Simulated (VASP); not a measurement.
# SrCl2 (Fm-3m) in VASP: a series of runs, part 2 of 2

VASP 6.6.1. The steps go on from the part before.

## (6) Single point, PBE (29.93 Å³/atom)

This run uses another cell than the first one, of 29.93 Å³/atom.

Input file INCAR:

```
SYSTEM = SrCl2
PREC = Accurate
ENCUT = 520
EDIFF = 1E-7
ISMEAR = 0
SIGMA = 0.01
LREAL = .False.
LASPH = .True.
NELM = 100
ALGO = Normal
ISIF = 2
LWAVE = .False.
LCHARG = .False.
GGA = PE
NBANDS = 19
```

Input file KPOINTS:

```
Automatic mesh
0
Gamma
  6 6 6
  0 0 0
```

Input file POSCAR:

```
SrCl2
1.0
    0.0000000000      3.5540598055      3.5540598055
    3.5540598055      0.0000000000      3.5540598055
    3.5540598055      3.5540598055      0.0000000000
Sr Cl
1 2
Direct
    0.0000000000      0.0000000000      0.0000000000
    0.2500000000      0.2500000000      0.2500000000
    0.7500000000      0.7500000000      0.7500000000
```

Potentials or basis: VASP PAW PBE potentials, release 64 (Sr_sv, Cl).

The run is started by

```
> cat potpaw_PBE.64/Sr_sv/POTCAR potpaw_PBE.64/Cl/POTCAR > POTCAR
> mpirun -np 1 vasp_std > vasp.out
```

OUTCAR:

```text
SYSTEM = SrCl2
   PREC = Accurate
   ENCUT = 520
   EDIFF = 1E-7
   ISMEAR = 0
   LREAL = .False.
   LASPH = .True.
   NELM = 100
   ISIF = 2
   GGA = PE

 ion  position               nearest neighbor table
   1  0.000  0.000  0.000-   3 3.08   3 3.08   3 3.08   2 3.08   3 3.08   2 3.08   2 3.08   2 3.08

   2  0.250  0.250  0.250-   1 3.08   1 3.08   1 3.08   1 3.08
   3  0.750  0.750  0.750-   1 3.08   1 3.08   1 3.08   1 3.08

  LATTYP: Found a face centered cubic cell.
 ALAT       =     7.1081196110

  Lattice vectors:

 A1 = (   0.0000000000,   3.5540598055,   3.5540598055)
 A2 = (   3.5540598055,   0.0000000000,   3.5540598055)
 A3 = (   3.5540598055,   3.5540598055,   0.0000000000)

Analysis of symmetry for initial positions (statically):
=====================================================================
 Subroutine PRICEL returns:
 Original cell was already a primitive cell.

 Routine SETGRP: Setting up the symmetry group for a
 face centered cubic supercell.

 Subroutine GETGRP returns: Found 48 space group operations
 (whereof 48 operations were pure point group operations)
 out of a pool of 48 trial point group operations.

The static configuration has the point symmetry O_h .

[... 153 lines left out ...]

 E-fermi :  -0.0591     XC(G=0):  -8.0446

 val. band max:       -0.2018447799   @ k =   0.5000   0.5000   0.0000
 cond. band min:       4.9220306957   @ k =   0.0000   0.0000   0.0000
 fundamental gap:      5.1238754756
 Fermi energy:        -0.0590609180

 k-point     1 :       0.0000    0.0000    0.0000
  band No.  band energies     occupation
      1     -33.2796      2.00000
      2     -15.2480      2.00000
      3     -15.2480      2.00000
      4     -15.2480      2.00000
      5     -13.3405      2.00000
      6     -12.5990      2.00000
[... 329 lines left out ...]
      6     -12.7727      2.00000
[... 11 lines left out ...]
     18       8.9556      0.00000
     19       9.4941      0.00000

------------------------ aborting loop because EDIFF is reached ----------------------------------------

  FORCE on cell =-STRESS in cart. coord.  units (eV):
  Direction    XX          YY          ZZ          XY          YZ          ZX
  --------------------------------------------------------------------------------------
  -------------------------------------------------------------------------------------
  Total       -0.4670880     -0.4670880     -0.4670880     -0.0000000     -0.0000000      0.0000000
  in kB       -8.3349901     -8.3349901     -8.3349901     -0.0000000     -0.0000000      0.0000000
  external PRESSURE =      -8.3349901 kB  Pullay stress =       0.0000000 kB

 VOLUME and BASIS-vectors are now :
 -----------------------------------------------------------------------------
  energy-cutoff  :      520.00
  volume of cell :       89.79
      direct lattice vectors                 reciprocal lattice vectors
     0.000000000  3.554059806  3.554059806    -0.140684183  0.140684183  0.140684183
     3.554059806  0.000000000  3.554059806     0.140684183 -0.140684183  0.140684183
     3.554059806  3.554059806  0.000000000     0.140684183  0.140684183 -0.140684183

 POSITION                                       TOTAL-FORCE (eV/Angst)
 -----------------------------------------------------------------------------------
      0.00000      0.00000      0.00000        -0.000000      0.000000     -0.000000
      1.77703      1.77703      1.77703        -0.000000     -0.000000     -0.000000
      5.33109      5.33109      5.33109         0.000000      0.000000      0.000000
 -----------------------------------------------------------------------------------
    total drift:                               -0.000000     -0.000000      0.000000

  FREE ENERGIE OF THE ION-ELECTRON SYSTEM (eV)
  ---------------------------------------------------
  free  energy   TOTEN  =       -12.7859771009 eV

  energy  without entropy=      -12.7859771009  energy(sigma->0) =      -12.78597710
```

OSZICAR:

```text
N       E                     dE             d eps       ncg     rms          rms(c)
DAV:   1     0.135312456057E+03    0.13531E+03   -0.11203E+04   608   0.112E+03
DAV:   2    -0.400039478504E+01   -0.13931E+03   -0.13471E+03   796   0.214E+02
DAV:   3    -0.128548848264E+02   -0.88545E+01   -0.88276E+01   812   0.538E+01
DAV:   4    -0.130835219075E+02   -0.22864E+00   -0.22819E+00   980   0.744E+00
DAV:   5    -0.130864592844E+02   -0.29374E-02   -0.29372E-02   851   0.747E-01    0.114E+01
DAV:   6    -0.127671293520E+02    0.31933E+00   -0.65199E-01   715   0.442E+00    0.740E+00
DAV:   7    -0.127743265030E+02   -0.71972E-02   -0.34893E-01   819   0.351E+00    0.224E+00
DAV:   8    -0.127834838249E+02   -0.91573E-02   -0.51566E-02   690   0.127E+00    0.379E-01
DAV:   9    -0.127845019085E+02   -0.10181E-02   -0.21826E-03   783   0.264E-01    0.136E-01
DAV:  10    -0.127858806771E+02   -0.13788E-02   -0.10314E-03   638   0.186E-01    0.348E-02
DAV:  11    -0.127859555477E+02   -0.74871E-04   -0.48966E-05   801   0.398E-02    0.408E-02
DAV:  12    -0.127859748745E+02   -0.19327E-04   -0.18102E-05   650   0.218E-02    0.312E-03
DAV:  13    -0.127859771768E+02   -0.23022E-05   -0.24913E-06   772   0.841E-03    0.451E-03
DAV:  14    -0.127859771009E+02    0.75889E-07   -0.43664E-07   618   0.411E-03
   1 F= -.12785977E+02 E0= -.12785977E+02  d E =-.225669E-92
```

It took 44 s on 1 thread of Intel Xeon 8259CL, shared host; peak memory 0.24 GiB.

What came out:

| Item | Value |
| --- | --- |
| Free energy | -12.7860 eV |
| Pressure | -0.8 GPa |
| Band gap on the k mesh | 5.12 eV (least direct gap 5.44 eV) |

A k mesh can miss the band edges. PBE gaps usually lie below the measured ones, often by a third to a half.

## (7) Summary

```csv
cell,gap on the mesh (eV),pressure (GPa)
"a = 4.875 Å, angles 60.0°, 3 atoms",5.48,2.5
"a = 4.946 Å, angles 60.0°, 3 atoms",5.31,0.8
"a = 4.927 Å, angles 60.0°, 3 atoms",5.35,1.2
"a = 4.977 Å, angles 60.0°, 3 atoms",5.24,0.1
"a = 5.026 Å, angles 60.0°, 3 atoms",5.12,-0.8
```

Alike in all rows: task single point; level PBE; potentials or basis VASP PAW PBE potentials, release 64 (Sr_sv, Cl); no spin polarisation; k mesh 6 × 6 × 6; cutoff (eV) 520; smearing gaussian 0.01 eV.

Total energies depend on the potentials used, so only differences within one code and one set of settings carry meaning.
